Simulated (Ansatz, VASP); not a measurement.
# Two plane-wave programs on MgB2

```
Mg B
1.0
     3.31423    0.00000    0.00000
     0.00000    3.31423    0.00000
     0.00000    0.00000    7.07457
Mg B
2 4
Direct
  0.00000 0.50000 0.31970
  0.50000 0.00000 0.68030
  0.50000 0.25387 0.09798
  0.50000 0.74613 0.09798
  0.25387 0.50000 0.90202
  0.74613 0.50000 0.90202
```

Alike in both runs: functional PBE; k mesh 6 × 6 × 4; occupations gaussian, width 0.1 eV; no spin polarisation.

Ansatz relaxed the structure, and its values are those at the end. VASP's run is a single point on that final structure, the one shown.

```csv
,VASP,Ansatz
version,VASP 6.6.1,Ansatz 0.2.0
potentials or method,"VASP PAW PBE potentials, release 64 (Mg, B), cutoff 520 eV","scalar-relativistic, plane waves, PAW"
valence electrons in the cell,16,32
```

Ansatz gave:

| Item | Value |
| --- | --- |
| gap on the k mesh at the Fermi level (eV) | none |
| pressure (GPa) | 0.0 |
| rms of the force components (eV/Å) | 0.015 |

What did VASP give for the same quantities?

gap on the k mesh at the Fermi level (eV): none; pressure (GPa): -0.1; rms of the force components (eV/Å): 0.013.

A gap of «none» marks a metal or a gap that the smearing closes. VASP's potentials hold 16 valence electrons a cell and Ansatz's 32, so a difference there can come from the potentials and not from the codes.
